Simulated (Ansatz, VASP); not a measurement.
## Ge: VASP beside Ansatz

Contents of INCAR:

```
SYSTEM = Ge
  ALGO = Normal
  EDIFF = 1E-6
  ENCUT = 520
  GGA = CA
  ISIF = 2
  ISMEAR = 0
  LASPH = .True.
  LCHARG = .True.
  LELF = .True.
  LREAL = .False.
  LVHAR = .True.
  LWAVE = .False.
  NBANDS = 21
  NELM = 80
  PREC = Accurate
  SIGMA = 0.15
```

File KPOINTS:

```
k-points
0
Gamma
  16 16 16
  0 0 0
```

File POSCAR:

```
Ge
1.0
    0.0000000000      2.8739758863      2.5454804425
    2.8739758863      0.0000000000      2.5454804425
    2.8739758863      2.8739758863      0.0000000000
Ge
2
Direct
    0.5000000000      0.5000000000      0.5000000000
    0.7500000000      0.7500000000      0.7500000000
```

Input for Ansatz:

```yaml
crystal:
  lattice:
    - [0.0, 2.8739758863, 2.5454804425]
    - [2.8739758863, 0.0, 2.5454804425]
    - [2.8739758863, 2.8739758863, 0.0]
  atoms:
    - { symbol: Ge, position: [0.5, 0.5, 0.5] }
    - { symbol: Ge, position: [0.75, 0.75, 0.75] }
basis:
  ecutwfc: 420
kpoints:
  mp_grid: { grid: [16, 16, 16] }
hamiltonian:
  xc: lda
scf:
  occupations: { method: gaussian, width: 0.15 }
output:
  forces: true
  stress: true
  eigenvalues: true
  write_density: true
  write_potential: true
  elf: true
  volumetric_format: npy
```

Alike in both runs: task single point; functional LDA; k mesh 16 × 16 × 16; occupations gaussian, width 0.15 eV; no spin polarisation.

|  | VASP | Ansatz |
| --- | --- | --- |
| version | VASP 6.6.1 | Ansatz 0.2.0 |
| potentials or method | VASP PAW LDA potentials, release 64 (Ge_d), cutoff 520 eV | scalar-relativistic, plane waves, PAW |
| valence electrons in the cell | 28 | 28 |

|  | VASP | Ansatz | Ansatz less VASP |
| --- | --- | --- | --- |
| gap on the k mesh at the Fermi level (eV) | none | none | - |
| pressure (GPa) | 4.4 | 4.1 | -0.32 |
| traceless stress, the component that is largest in VASP (GPa) | 4.26 | 4.27 | +0.006 |

LDA's correlation is that of Perdew and Zunger in VASP and of Perdew and Wang (1992) in Ansatz. A gap of «none» marks a metal or a gap that the smearing closes.
